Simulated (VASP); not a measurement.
Input of a VASP 6.6.1 run:

File INCAR:

```
SYSTEM = AgBr
PREC = Accurate
ENCUT = 500
EDIFF = 1E-6
ISMEAR = 0
SIGMA = 0.01
LREAL = .False.
LASPH = .True.
NELM = 120
ALGO = Normal
ISIF = 2
LWAVE = .False.
LCHARG = .True.
GGA = PE
LELF = .True.
LVHAR = .True.
NBANDS = 16
GGA_COMPAT = .False.
```

The input KPOINTS:

```
regular mesh
0
Gamma
  4 4 4
  0 0 0
```

File POSCAR:

```
AgBr
1.0
    4.0590050000      0.0000000000      0.0000000000
    2.0295025000      3.5152014441      0.0000000000
    2.0295025000      1.1717338147      3.3141637045
Ag Br
1 1
Direct
    0.0000000000      0.0000000000      0.0000000000
    0.5000000000      0.5000000000      0.5000000000
```

Potentials or basis: VASP PAW PBE potentials, release 64 (Ag, Br).

The run is started by

```console
$ cat potpaw_PBE.64/Ag/POTCAR potpaw_PBE.64/Br/POTCAR > POTCAR
$ mpirun -np 1 vasp_std > vasp.out
```

(1) Estimate the pressure.

(2) Estimate the band gap on the k mesh.

## Answers

(1) 2.6 GPa.

(2) 0.67 eV, indirect (least direct gap 2.60 eV).

Caveat: the k points lie up to 0.47 Å⁻¹ apart.
